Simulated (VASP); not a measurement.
ZnCu:

```xyz
2
Lattice="2.9450 0.0000 0.0000 0.0000 2.9450 0.0000 0.0000 0.0000 2.9450" Properties=species:S:1:pos:R:3 pbc="T T T"
Zn    1.4725    1.4725    1.4725
Cu    0.0000    0.0000    0.0000
```

Base run:

```yaml
Program: VASP 6.6.1
Functional: PBE
Potentials_or_basis: VASP PAW PBE potentials, release 64 (Zn, Cu)
Cutoff: 520 eV
k_mesh: 14 × 14 × 14
Occupations: fermi-dirac, width 0.05 eV
Spin: no spin polarisation
```

Its results: pressure 2.8 GPa.

Problem. The run is repeated on the same cell with these changes: functional from PBE to LDA; potentials or basis from VASP PAW PBE potentials, release 64 (Zn, Cu) to VASP PAW LDA potentials, release 64 (Zn, Cu). What comes out?

Solution. Pressure -9.1 GPa.
